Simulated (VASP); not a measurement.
Write the native input for VASP 6.6.1 that does the following.

- Task: single point
- Functional: PBEsol
- Potentials or basis: VASP PAW PBE potentials, release 64 (Al, P)
- Cutoff: 500 eV
- k mesh: 5 × 5 × 5
- Occupations: gaussian, width 0.01 eV
- Spin: no spin polarisation
- Dipole correction: no
- Further INCAR settings: ALGO = Normal; EDIFF = 1e-06; NBANDS = 11

The structure of AlP lies in POSCAR:

```
AlP
1.0
    0.0000000000      2.7613659551      2.7613659551
    2.7613659551      0.0000000000      2.7613659551
    2.7613659551      2.7613659551      0.0000000000
Al P
1 1
Direct
    0.0000000000      0.0000000000      0.0000000000
    0.2500000000      0.2500000000      0.2500000000
```

These files were run (other wordings do the same):

INCAR

```
SYSTEM = AlP
PREC = Accurate
ENCUT = 500
EDIFF = 1E-6
ISMEAR = 0
SIGMA = 0.01
LREAL = .FALSE.
LASPH = .TRUE.
NELM = 120
ALGO = Normal
ISIF = 2
LWAVE = .FALSE.
LCHARG = .FALSE.
GGA = PS
NBANDS = 11
GGA_COMPAT = .FALSE.
```

KPOINTS

```
regular mesh
0
G
  5 5 5
  0 0 0
```

Potentials or basis: VASP PAW PBE potentials, release 64 (Al, P).

Run with:

```sh
$ cat potpaw_PBE.64/Al/POTCAR potpaw_PBE.64/P/POTCAR > POTCAR
$ mpirun -np 1 vasp_std > vasp.out
```

It gave:

| Item | Value |
| --- | --- |
| Pressure | -2.2 GPa |
| Band gap on the k mesh | 1.73 eV, indirect (least direct gap 2.91 eV) |

Caveat: the PAW data sets were made with another functional, which shifts forces and pressure a little.

It took 4 s on 1 thread of Intel(R) Xeon(R) Platinum 8375C CPU @ 2.90GHz (Ice Lake) (shared host), peak memory 0.14 GiB.
